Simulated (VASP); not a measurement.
Wanted: the native input for a VASP 6.6.1 run.

* Task: single point
* Functional: LDA
* Potentials or basis: VASP PAW LDA potentials, release 64 (Cu)
* Cutoff: 520 eV
* k mesh: 17 × 17 × 10
* Occupations: fermi-dirac, width 0.1 eV
* Spin: no spin polarisation
* Dipole correction: no
* Further INCAR settings: ALGO = Normal; EDIFF = 1e-07; NBANDS = 18

The structure of Cu lies in POSCAR:

```
Cu
1.0
    2.4804730629      0.0000000000      0.0000000000
   -1.2402365315      2.1481526859      0.0000000000
    0.0000000000      0.0000000000      4.0890492651
Cu
2
Direct
    0.3333333333      0.6666666667      0.2500000000
    0.6666666667      0.3333333333      0.7500000000
```

These files were run (other wordings do the same):

INCAR

```
SYSTEM = Cu
PREC = Accurate
ENCUT = 520
EDIFF = 1E-7
ISMEAR = -1
SIGMA = 0.1
LREAL = .FALSE.
LASPH = .TRUE.
NELM = 100
ALGO = Normal
ISIF = 2
LWAVE = .FALSE.
LCHARG = .TRUE.
GGA = CA
LELF = .TRUE.
LVHAR = .TRUE.
NBANDS = 18
```

KPOINTS

```
Automatic mesh
0
G
  17 17 10
  0 0 0
```

Potentials or basis: VASP PAW LDA potentials, release 64 (Cu).

Launch:

```console
$ cat potpaw_LDA.64/Cu/POTCAR > POTCAR
$ mpirun -np 1 vasp_std > vasp.out
```

It gave:

```json
{"Pressure": "0.9 GPa", "Band gap on the k mesh": "zero (band 11 reaches 12.34 eV, above the bottom of band 12 at 6.29 eV)"}
```

It took 41 s on 1 thread of Intel Xeon 6975P-C (shared host), peak memory 0.17 GiB.
